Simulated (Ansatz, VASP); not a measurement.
## Two plane-wave programs on CdTe

```
CELL_PARAMETERS angstrom
0.00000 3.19271 3.27996
3.19271 0.00000 3.27996
3.19271 3.19271 0.00000
ATOMIC_POSITIONS crystal
Cd 0.00000 0.00000 0.00000
Te 0.25000 0.25000 0.25000
```

Change from the starting cell: biaxial_xy strain -2.7%.

Alike in both runs: task single point; functional HSE06; k mesh 4 × 4 × 4; no spin polarisation.

```csv
,VASP,Ansatz
version,VASP 6.6.1,Ansatz 0.2.0
potentials or method,"VASP PAW PBE potentials, release 64 (Cd, Te)","plane waves, PAW"
plane-wave cutoff (eV),520,420
occupations,"gaussian, width 0.01 eV",fixed
valence electrons in the cell,18,36
```

|  | VASP | Ansatz | Ansatz less VASP |
| --- | --- | --- | --- |
| gap on the k mesh at the Fermi level (eV) | 1.59 | 1.68 | +0.090 |
| pressure (GPa) | 2.7 | 2.7 | +0.02 |
| traceless stress, the component that is largest in VASP (GPa) | -0.31 | -0.31 | 0.000 |

VASP's potentials hold 18 valence electrons a cell and Ansatz's 36, so a difference there can come from the potentials and not from the codes. Ansatz's warnings: stress exchange threshold loose, stress scf threshold loose.

The k mesh is coarse, so the values compare programs but aren't converged. Spin-orbit coupling is off throughout.
